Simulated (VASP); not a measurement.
Wanted: the native input for a VASP 6.6.1 run.

| Quantity | Value |
| --- | --- |
| Task | single point |
| Functional | PBEsol |
| Potentials or basis | VASP PAW PBE potentials, release 64 (C) |
| Cutoff | 520 eV |
| k mesh | 14 × 14 × 8 |
| Occupations | gaussian, width 0.15 eV |
| Spin | no spin polarisation |
| Dipole correction | no |
| Further INCAR settings | ALGO = Normal; EDIFF = 1e-07; NBANDS = 11 |

The structure of C lies in POSCAR:

```
C
1.0
    2.2092193105     -1.2755673311      0.0000000000
    2.2092193105      1.2755673311      0.0000000000
   -1.4321625682      0.0000000000      3.6376848230
C
2
Direct
    0.8333600000      0.8333600000      0.0000900000
    0.1666400000      0.1666400000      0.9999100000
```

One way to write it, as run:

INCAR

```
SYSTEM = C
  PREC = Accurate
  ENCUT = 520
  EDIFF = 1E-7
  ISMEAR = 0
  SIGMA = 0.15
  LREAL = .FALSE.
  LASPH = .TRUE.
  NELM = 100
  ALGO = Normal
  ISIF = 2
  LWAVE = .FALSE.
  LCHARG = .FALSE.
  GGA = PS
  NBANDS = 11
```

KPOINTS

```
regular mesh
0
G
  14 14 8
  0 0 0
```

Potentials or basis: VASP PAW PBE potentials, release 64 (C).

Launch:

```bash
$ cat potpaw_PBE.64/C/POTCAR > POTCAR
$ mpirun -np 1 vasp_std > vasp.out
```

Results of the run:

| Quantity | Value |
| --- | --- |
| Pressure | -23.8 GPa |
| Largest force | 0.005 eV/Å |
| Band gap on the k mesh | 0.74 eV, indirect (least direct gap 0.76 eV) |

Caveat: the PAW data sets were made with another functional, which shifts forces and pressure a little; this functional lacks dispersion, which binds the layers, so the pressure and a relaxed spacing across them are unreliable.

Wall time 81 s on 1 thread of Intel(R) Xeon(R) Platinum 8259CL CPU @ 2.50GHz (Skylake/Cascade Lake), on a shared host, peak memory 0.19 GiB.
